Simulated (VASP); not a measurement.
# Mg6O5 (a cell with a defect) in VASP: single point with PBEsol

Aim: the single point of Mg6O5 (a cell with a defect) with PBEsol.

Program: VASP 6.6.1. These are calculated values, not measurements. Logs are shortened: lines on timing, memory, paths and dates and some standing lists are left out, and cuts for length are marked.

## Step 1: The cell of the first run

The cell holds a defect, 11 atoms: a = 5.591 Å, b = 5.591 Å, c = 5.591 Å, α = 90.00°, β = 90.00°, γ = 90.00°.

## Step 2: Single point, PBEsol (atoms taken out)

Contents of INCAR:

```
SYSTEM = Mg6O5
  PREC = Accurate
  ENCUT = 620
  EDIFF = 1E-6
  ISMEAR = 0
  SIGMA = 0.05
  LREAL = .FALSE.
  LASPH = .TRUE.
  NELM = 120
  ALGO = Normal
  ISIF = 2
  LWAVE = .FALSE.
  LCHARG = .FALSE.
  GGA = PS
  NBANDS = 56
  GGA_COMPAT = .FALSE.
```

Contents of KPOINTS:

```
regular mesh
0
G
  4 4 4
  0 0 0
```

Contents of POSCAR:

```
Mg6O5
1.0
    5.5908553621      0.0000000000      0.0000000000
    0.0000000000      5.5908553621      0.0000000000
    0.0000000000      0.0000000000      5.5908553621
Mg O
6 5
Direct
    0.2500000000      0.0000000000      0.5000000000
    0.0000000000      0.5000000000      0.2500000000
    0.5000000000      0.7500000000      0.0000000000
    0.7500000000      0.0000000000      0.5000000000
    0.0000000000      0.5000000000      0.7500000000
    0.5000000000      0.2500000000      0.0000000000
    0.5000000000      0.0000000000      0.2500000000
    0.0000000000      0.7500000000      0.5000000000
    0.9000000000      0.5178863508      0.0000000000
    0.5000000000      0.0000000000      0.7500000000
    0.0000000000      0.2500000000      0.5000000000
```

Potentials or basis: VASP PAW PBE potentials, release 64 (Mg_sv, O).

Command:

```console
> cat potpaw_PBE.64/Mg_sv/POTCAR potpaw_PBE.64/O/POTCAR > POTCAR
> mpirun -np 1 vasp_std > vasp.out
```

OUTCAR:

```text
SYSTEM = Mg6O5
   PREC = Accurate
   ENCUT = 620
   EDIFF = 1E-6
   ISMEAR = 0
   LREAL = .FALSE.
   LASPH = .TRUE.
   NELM = 120
   ISIF = 2
   GGA = PS

 ion  position               nearest neighbor table
   1  0.250  0.000  0.500-   7 1.98   8 1.98  10 1.98  11 1.98
   2  0.000  0.500  0.250-   9 1.51   8 1.98  11 1.98
   3  0.500  0.750  0.000-   7 1.98  10 1.98
   4  0.750  0.000  0.500-   7 1.98   8 1.98  10 1.98  11 1.98
   5  0.000  0.500  0.750-   9 1.51   8 1.98  11 1.98
   6  0.500  0.250  0.000-   7 1.98  10 1.98
   7  0.500  0.000  0.250-   1 1.98   3 1.98   4 1.98   6 1.98
   8  0.000  0.750  0.500-   1 1.98   2 1.98   4 1.98   5 1.98
   9  0.900  0.518  0.000-   2 1.51   5 1.51
  10  0.500  0.000  0.750-   1 1.98   3 1.98   4 1.98   6 1.98
  11  0.000  0.250  0.500-   1 1.98   2 1.98   4 1.98   5 1.98

  LATTYP: Found a simple cubic cell.
 ALAT       =     5.5908553621

  Lattice vectors:

 A1 = (   5.5908553621,   0.0000000000,   0.0000000000)
 A2 = (   0.0000000000,   5.5908553621,   0.0000000000)
 A3 = (   0.0000000000,   0.0000000000,   5.5908553621)

Analysis of symmetry for initial positions (statically):
=====================================================================
 Subroutine PRICEL returns:
 Original cell was already a primitive cell.

 Routine SETGRP: Setting up the symmetry group for a
 simple cubic supercell.

 Subroutine GETGRP returns: Found  2 space group operations
 (whereof  2 operations were pure point group operations)
 out of a pool of 48 trial point group operations.

The static configuration has the point symmetry C_1h.

Analysis of symmetry for dynamics (positions and initial velocities):
=====================================================================
 Subroutine PRICEL returns:
 Original cell was already a primitive cell.

 Routine SETGRP: Setting up the symmetry group for a
 simple cubic supercell.

 Subroutine GETGRP returns: Found  2 space group operations
 (whereof  2 operations were pure point group operations)
 out of a pool of 48 trial point group operations.

The dynamic configuration has the point symmetry C_1h.

 Subroutine INISYM returns: Found  2 space group operations
 (whereof  2 operations are pure point group operations),
 and found     1 'primitive' translations

----------------------------------------------------------------------------------------

                                     Primitive cell

  volume of cell :     174.7571

  direct lattice vectors                    reciprocal lattice vectors
     5.590855362  0.000000000  0.000000000     0.178863508  0.000000000  0.000000000
     0.000000000  5.590855362  0.000000000     0.000000000  0.178863508  0.000000000
     0.000000000  0.000000000  5.590855362     0.000000000  0.000000000  0.178863508

  length of vectors
     5.590855362  5.590855362  5.590855362     0.178863508  0.178863508  0.178863508

  position of ions in fractional coordinates (direct lattice)
     0.250000000  0.000000000  0.500000000
     0.000000000  0.500000000  0.250000000
     0.500000000  0.750000000  0.000000000
     0.750000000  0.000000000  0.500000000
     0.000000000  0.500000000  0.750000000
     0.500000000  0.250000000  0.000000000
     0.500000000  0.000000000  0.250000000
     0.000000000  0.750000000  0.500000000
     0.900000000  0.517886351  0.000000000
     0.500000000  0.000000000  0.750000000
     0.000000000  0.250000000  0.500000000

  ion indices of the primitive-cell ions
   primitive index   ion index
                 1           1
                 2           2
                 3           3
                 4           4
                 5           5
                 6           6
                 7           7
                 8           8
                 9           9
                10          10
                11          11

----------------------------------------------------------------------------------------

 KPOINTS: regular mesh

Automatic generation of k-mesh.
 Grid dimensions read from file:
 generate k-points for:    4    4    4

 Generating k-lattice:

  Cartesian coordinates                     Fractional coordinates (reciprocal lattice)
     0.044715877  0.000000000  0.000000000     0.250000000  0.000000000  0.000000000
     0.000000000  0.044715877  0.000000000     0.000000000  0.250000000  0.000000000
     0.000000000  0.000000000  0.044715877     0.000000000  0.000000000  0.250000000

  Length of vectors
     0.044715877  0.044715877  0.044715877

  Shift w.r.t. Gamma in fractional coordinates (k-lattice)
     0.000000000  0.000000000  0.000000000

 Subroutine IBZKPT returns following result:
 ===========================================

 Found     30 irreducible k-points:

 Following reciprocal coordinates:
            Coordinates               Weight
  0.000000  0.000000  0.000000      1.000000
  0.250000  0.000000  0.000000      2.000000
  0.000000  0.250000  0.000000      2.000000
  0.000000  0.000000  0.250000      2.000000
  0.500000  0.000000  0.000000      1.000000
  0.000000  0.500000  0.000000      1.000000
[... 16 lines left out ...]
  0.500000  0.250000  0.250000      4.000000
  0.250000  0.500000  0.250000      4.000000
 [... further k-points ...]
   k-points           NKPTS =     30   k-points in BZ     NKDIM =     30   number of bands    NBANDS=     56
   number of dos      NEDOS =    301   number of ions     NIONS =     11
   total plane-waves  NPLWV = 110592
   dimension x,y,z NGX =    48 NGY =   48 NGZ =   48
   dimension x,y,z NGXF=    96 NGYF=   96 NGZF=   96
   ions per type =               6   5
   NGX,Y,Z   is equivalent  to a cutoff of  14.27, 14.27, 14.27 a.u.
   NGXF,Y,Z  is equivalent  to a cutoff of  28.55, 28.55, 28.55 a.u.
 SYSTEM =  Mg6O5
   PREC   = accura    normal or accurate (medium, high low for compatibility)
   ISTART =      0    job   : 0-new  1-cont  2-samecut
   ICHARG =      2    charge: 1-file 2-atom 10-const
   ISPIN  =      1    spin polarized calculation?
   LNONCOLLINEAR =      F non collinear calculations
   LSORBIT =      F    spin-orbit coupling
   LASPH  =      T    aspherical Exc in radial PAW
   ENCUT  =  620.0 eV  45.57 Ry    6.75 a.u.  11.35 11.35 11.35*2*pi/ulx,y,z
   NELM   =    120;   NELMIN=  2; NELMDL= -5     # of ELM steps
   EDIFF  = 0.1E-05   stopping-criterion for ELM
   LREAL  =      F    real-space projection
   EDIFFG = 0.1E-04   stopping-criterion for IOM
   NSW    =      0    number of steps for IOM
   IBRION =     -1    ionic relax: 0-MD 1-quasi-New 2-CG
   NFREE  =      0    steps in history (QN), initial steepest desc. (CG)
   ISIF   =      2    stress and relaxation
   ISYM   =      2    0-nonsym 1-usesym 2-fastsym
   POTIM  = 0.5000    time-step for ionic-motion
   TEBEG  =    0.0;   TEEND  =   0.0 temperature during run
   PSTRESS=    0.0 pullay stress
   NELECT =      90.0000    total number of electrons
   NUPDOWN=      -1.0000    fix difference up-down
   EMIN   =  10.00;   EMAX   =-10.00  energy-range for DOS
   EFERMI =   0.00;   METHOD = LEGACY
   ISMEAR =     0;   SIGMA  =   0.05  broadening in eV -4-tet -1-fermi 0-gaus
   EFERMI_NEDOS =   21; number of points for ismear=-14 and -15
   IALGO  =     38    algorithm
   IMIX   =      4    mixing-type and parameters
     AMIX     =   0.40;   BMIX     =  1.00
     AMIX_MAG =   1.60;   BMIX_MAG =  1.00
  volume/ion in A,a.u.               =      15.89       107.21
  Fermi-wavevector in a.u.,A,eV,Ry     =   1.312232  2.479760 23.428603  1.721954
  Thomas-Fermi vector in A             =   2.442639
   LORBIT       =      0    0 simple, 1 ext, 2 COOP (PROOUT), +10 PAW based schemes
   GGA     = PS    functional components
   LHFCALC =     F    Hartree Fock is set to
   AEXX    =    0.0000 exact exchange contribution
   IVDW    =     0    specifies the selected vdW correction
   LEPSILON=     F    determine dielectric tensor
   LRPA    =     F    only Hartree local field effects (RPA)
 non-spin polarized calculation
 Gauss-broadening in eV      SIGMA  =   0.05
  energy-cutoff  :      620.00
  volume of cell :      174.76
 maximum number of plane-waves:      6158
 NGX is ok and might be reduce to    48
   NGX = 23   NGY = 23   NGZ = 23

 number of electron      89.9999902 magnetization

 Free energy of the ion-electron system (eV)
  ---------------------------------------------------
  ext. energy  EPLUGINS =         0.00000000
  ---------------------------------------------------
  free energy    TOTEN  =       -56.33569404 eV

  energy without entropy =      -56.33569404  energy(sigma->0) =      -56.33569404

 E-fermi :   2.3857     XC(G=0):  -8.7547

 val. band max:        2.1969764861   @ k =   0.5000   0.5000   0.5000
 cond. band min:       2.5747735195   @ k =   0.0000   0.0000   0.5000
 fundamental gap:      0.3777970334
 Fermi energy:         2.3857406881

 k-point     1 :       0.0000    0.0000    0.0000
  band No.  band energies     occupation
      1     -72.9625      2.00000
      2     -72.9344      2.00000
      3     -72.0667      2.00000
      4     -72.0446      2.00000
      5     -71.5685      2.00000
      6     -71.5590      2.00000
[... 48 lines left out ...]
     55       8.6792      0.00000
     56       8.8129      0.00000

 k-point     2 :       0.2500    0.0000    0.0000
  band No.  band energies     occupation
      1     -72.9625      2.00000
      2     -72.9345      2.00000
      3     -72.0664      2.00000
      4     -72.0450      2.00000
      5     -71.5686      2.00000
      6     -71.5590      2.00000
[... 48 lines left out ...]
     55       8.7730      0.00000
     56       8.8375      0.00000

 k-point     3 :       0.0000    0.2500    0.0000
  band No.  band energies     occupation
      1     -72.9623      2.00000
      2     -72.9347      2.00000
      3     -72.0667      2.00000
      4     -72.0446      2.00000
      5     -71.5686      2.00000
      6     -71.5590      2.00000
[... 1172 lines left out ...]
 k-point    23 :       0.5000    0.2500    0.2500
  band No.  band energies     occupation
      1     -72.9623      2.00000
      2     -72.9347      2.00000
      3     -72.0661      2.00000
      4     -72.0453      2.00000
      5     -71.5673      2.00000
      6     -71.5603      2.00000
[... 48 lines left out ...]
     55       8.8176      0.00000
     56       9.6612      0.00000

 k-point    24 :       0.2500    0.5000    0.2500
  band No.  band energies     occupation
      1     -72.9621      2.00000
      2     -72.9349      2.00000
      3     -72.0664      2.00000
      4     -72.0450      2.00000
      5     -71.5673      2.00000
      6     -71.5603      2.00000
[... 48 lines left out ...]
     55       9.1194      0.00000
     56       9.9689      0.00000

 [... further k-points ...]

------------------------ aborting loop because EDIFF is reached ----------------------------------------

  FORCE on cell =-STRESS in cart. coord.  units (eV):
  Direction    XX          YY          ZZ          XY          YZ          ZX
  --------------------------------------------------------------------------------------
  -------------------------------------------------------------------------------------
  Total        3.7352958      1.0363987     35.5046054     -0.9203493      0.0000000      0.0000000
  in kB       34.2452867      9.5017299    325.5071266     -8.4377854      0.0000000      0.0000000
  external PRESSURE =     123.0847144 kB  Pullay stress =       0.0000000 kB

 VOLUME and BASIS-vectors are now :
 -----------------------------------------------------------------------------
  energy-cutoff  :      620.00
  volume of cell :      174.76
      direct lattice vectors                 reciprocal lattice vectors
     5.590855362  0.000000000  0.000000000     0.178863508  0.000000000  0.000000000
     0.000000000  5.590855362  0.000000000     0.000000000  0.178863508  0.000000000
     0.000000000  0.000000000  5.590855362     0.000000000  0.000000000  0.178863508

 POSITION                                       TOTAL-FORCE (eV/Angst)
 -----------------------------------------------------------------------------------
      1.39771      0.00000      2.79543        -0.119724     -0.028362      0.000000
      0.00000      2.79543      1.39771         5.316397     -0.729200     12.642921
      2.79543      4.19314      0.00000         0.463072      0.196795      0.000000
      4.19314      0.00000      2.79543         0.151539     -0.067328      0.000000
      0.00000      2.79543      4.19314         5.316397     -0.729200    -12.642921
      2.79543      1.39771      0.00000         0.190004     -0.281811      0.000000
      2.79543      0.00000      1.39771         0.158789      0.016438     -0.205818
      0.00000      4.19314      2.79543        -0.004157      0.066696      0.000000
      5.03177      2.89543      0.00000       -11.540849      1.601278      0.000000
      2.79543      0.00000      4.19314         0.158789      0.016438      0.205818
      0.00000      1.39771      2.79543        -0.090258     -0.061743      0.000000
 -----------------------------------------------------------------------------------
    total drift:                                0.000168      0.000258      0.000000

  FREE ENERGIE OF THE ION-ELECTRON SYSTEM (eV)
  ---------------------------------------------------
  free  energy   TOTEN  =       -56.3356940367 eV

  energy  without entropy=      -56.3356940362  energy(sigma->0) =      -56.33569404
```

Wall time 4.9 min (1 thread of Intel Xeon Platinum 8488C (Sapphire Rapids), shared host); peak memory 0.48 GiB.

What came out:

```yaml
Free_energy: -56.3357 eV
Pressure: 12.3 GPa
Largest_force: 13.735 eV/Å
Band_gap_on_the_k_mesh: 0.38 eV
```

Forces in eV/Å, atoms in the order of the input:
```
Mg   -0.120  -0.028   0.000
Mg    5.316  -0.729  12.643
Mg    0.463   0.197   0.000
Mg    0.152  -0.067   0.000
Mg    5.316  -0.729 -12.643
Mg    0.190  -0.282   0.000
O     0.159   0.016  -0.206
O    -0.004   0.067   0.000
O   -11.541   1.601   0.000
O     0.159   0.016   0.206
O    -0.090  -0.062   0.000
```

Caveat: the cell differs from its parent crystal (atoms taken out); the PAW data sets were made with another functional, which shifts forces and pressure a little.
